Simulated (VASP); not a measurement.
Here is a VASP 6.6.1 calculation.

Contents of INCAR:

```
PREC = Accurate ; ENCUT = 520
EDIFF = 1E-6 ; ISMEAR = 0
SIGMA = 0.15 ; LREAL = False
LASPH = True ; NELM = 100
ALGO = Fast ; ISIF = 2
LWAVE = False ; LCHARG = False
GGA = PS ; NBANDS = 18
```

Contents of KPOINTS:

```
Automatic mesh
0
Gamma
  18 18 14
```

Contents of POSCAR:

```
TiNi
1.0
    2.7358030000      0.0000000000      0.0000000000
    0.0000000000      2.7358030000      0.0000000000
    0.0000000000      0.0000000000      3.7604805000
Ti Ni
1 1
Direct
    0.5000000000      0.5000000000      0.5000000000
    0.0000000000      0.0000000000      0.0000000000
```

Potentials or basis: VASP PAW PBE potentials, release 64 (Ti_sv, Ni).

The run is started by

```sh
$ cat potpaw_PBE.64/Ti_sv/POTCAR potpaw_PBE.64/Ni/POTCAR > POTCAR
$ mpirun -np 1 vasp_std > vasp.out
```

(1) What does it give for the band gap on the k mesh?

(2) Estimate the pressure.

Results:

(1) zero (band 11 reaches 10.50 eV, above the bottom of band 12 at 7.59 eV).

(2) -13.1 GPa.

Caveat: the cell differs from its parent crystal (strain +0.000 along x and y, +0.050 along z); the PAW data sets were made with another functional, which shifts forces and pressure a little.
